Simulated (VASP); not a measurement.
Here is a VASP 6.6.1 calculation.

The input INCAR:

```
SYSTEM = Rh
PREC = Accurate ; ENCUT = 520
EDIFF = 1E-6 ; ISMEAR = 0
SIGMA = 0.05 ; LREAL = .False.
LASPH = .True. ; NELM = 100
ALGO = Normal ; ISIF = 2
LWAVE = .False. ; LCHARG = .False.
GGA = PE ; NBANDS = 22
```

File KPOINTS:

```
Automatic mesh
0
Gamma
  15 15 8
  0 0 0
```

Contents of POSCAR:

```
Rh
1.0
    2.7309790422      0.0000000000      0.0000000000
   -1.3654895211      2.3650972278      0.0000000000
    0.0000000000      0.0000000000      4.4284890000
Rh
2
Direct
    0.6666666700      0.3333333300      0.7612905327
    0.3333333300      0.6666666700      0.2500000000
```

Potentials or basis: VASP PAW PBE potentials, release 64 (Rh_pv).

Run with:

```bash
$ cat potpaw_PBE.64/Rh_pv/POTCAR > POTCAR
$ mpirun -np 1 vasp_std > vasp.out
```

(1) What does it give for the largest force?

(2) Estimate the pressure.

(3) Estimate the band gap on the k mesh.

Answers

(1) 0.451 eV/Å.

(2) -3.2 GPa.

(3) zero (band 15 reaches 11.84 eV, above the bottom of band 16 at 9.76 eV).
